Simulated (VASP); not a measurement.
A run of VASP 6.6.1 is set up as follows.

Contents of INCAR:

```
  ALGO = Normal
  EDIFF = 1E-7
  ENCUT = 520
  GGA = PS
  ISIF = 2
  ISMEAR = 0
  ISPIN = 2
  LASPH = T
  LCHARG = F
  LMAXMIX = 4
  LORBIT = 11
  LREAL = F
  LWAVE = F
  MAGMOM = 0.25 0
  NBANDS = 20
  NELM = 150
  NUPDOWN = 0.25
  PREC = Accurate
  SIGMA = 0.15
```

KPOINTS

```
k-points
0
Gamma
  20 20 20
```

Contents of POSCAR:

```
TiN
1.0
    0.0000000000      2.0142318208      2.0142318208
    2.0142318208      0.0000000000      2.0142318208
    2.0142318208      2.0142318208      0.0000000000
Ti N
1 1
Direct
    0.0000000000      0.0000000000      0.0000000000
    0.5000000000      0.5000000000      0.5000000000
```

Potentials or basis: VASP PAW PBE potentials, release 64 (Ti_sv, N).

Command:

```bash
$ cat potpaw_PBE.64/Ti_sv/POTCAR potpaw_PBE.64/N/POTCAR > POTCAR
$ mpirun -np 1 vasp_std > vasp.out
```

(1) Estimate the pressure.

Answers

(1) 51.5 GPa.

Caveat: the PAW data sets were made with another functional, which shifts forces and pressure a little; the total moment is fixed, so each spin has its own Fermi level.
